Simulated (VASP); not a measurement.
Here is a VASP 6.6.1 calculation.

File POSCAR:

```
Ge
1.0
    1.4181062350     -2.6395237400      0.0000000000
    1.4181062350      2.6395237400      0.0000000000
    0.0000000000      0.0000000000      2.6577575350
Ge
1
Direct
    0.5000000000      0.5000000000      0.0000000000
```

The input INCAR.step1:

```
SYSTEM = Ge
PREC = Accurate ; ENCUT = 520
ISMEAR = 0 ; SIGMA = 0.15
LREAL = .False. ; LASPH = .True.
NELM = 60 ; NBANDS = 13
GGA = PE ; ALGO = Normal
EDIFF = 1E-4 ; LWAVE = .True.
LCHARG = .False.
```

Contents of INCAR.step2:

```
SYSTEM = Ge
PREC = Accurate ; ENCUT = 520
EDIFF = 1E-7 ; ISMEAR = 0
SIGMA = 0.15 ; LREAL = .False.
LASPH = .True. ; NELM = 60
ALGO = Normal ; ISIF = 2
LWAVE = .False. ; LCHARG = .False.
METAGGA = R2SCAN ; LMIXTAU = .True.
NBANDS = 13 ; ISTART = 1
```

Contents of KPOINTS:

```
regular mesh
0
Gamma
  20 20 18
  0 0 0
```

Potentials or basis: VASP PAW PBE potentials, release 64 (Ge_d).

Run with:

```bash
$ cat potpaw_PBE.64/Ge_d/POTCAR > POTCAR
$ cp INCAR.step1 INCAR
$ mpirun -np 1 vasp_std > vasp.out
$ cp INCAR.step2 INCAR
$ mpirun -np 1 vasp_std > vasp.out
```

What does it give for the pressure?

-4.0 GPa.

Predict the band gap on the k mesh.

zero (bands 7 and 8 overlap by 9.95 eV).

Stress tensor (GPa, compression positive):
```
-5.12  0.00  0.00
 0.00 -5.82  0.00
 0.00  0.00 -0.97
```

Caveat: the cell differs from its parent crystal (strain +0.015 along x and y, -0.015 along z); the cell stands under tension; the PAW data sets were made with another functional, which shifts forces and pressure a little.
